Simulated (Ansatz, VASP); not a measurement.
**One calculation of Ge, two programs**

```xyz
2
Lattice="2.8350 0.0000 0.0000 -1.4175 2.4551 0.0000 0.0000 0.0000 5.6459" Properties=species:S:1:pos:R:3 pbc="T T T"
Ge    0.0000    0.0000    4.2344
Ge    0.0000    0.0000    1.4115
```

Alike in both runs: functional PBE; k mesh 6 × 6 × 4; occupations gaussian, width 0.1 eV; no spin polarisation.

Ansatz relaxed the structure, and its values are those at the end. VASP's run is a single point on that final structure, the one shown.

```csv
,VASP,Ansatz
version,VASP 6.6.1,Ansatz 0.2.0
potentials or method,"VASP PAW PBE potentials, release 64 (Ge_d), cutoff 520 eV","scalar-relativistic, plane waves, PAW"
valence electrons in the cell,28,28
```

|  | VASP | Ansatz | Ansatz less VASP |
| --- | --- | --- | --- |
| gap on the k mesh at the Fermi level (eV) | none | none | - |
| pressure (GPa) | 0.2 | 0.1 | -0.03 |

A gap of «none» marks a metal or a gap that the smearing closes. The functional is the same, so the differences come from potentials, cutoffs and numerics.

The k mesh is coarse, so the values compare programs but aren't converged.
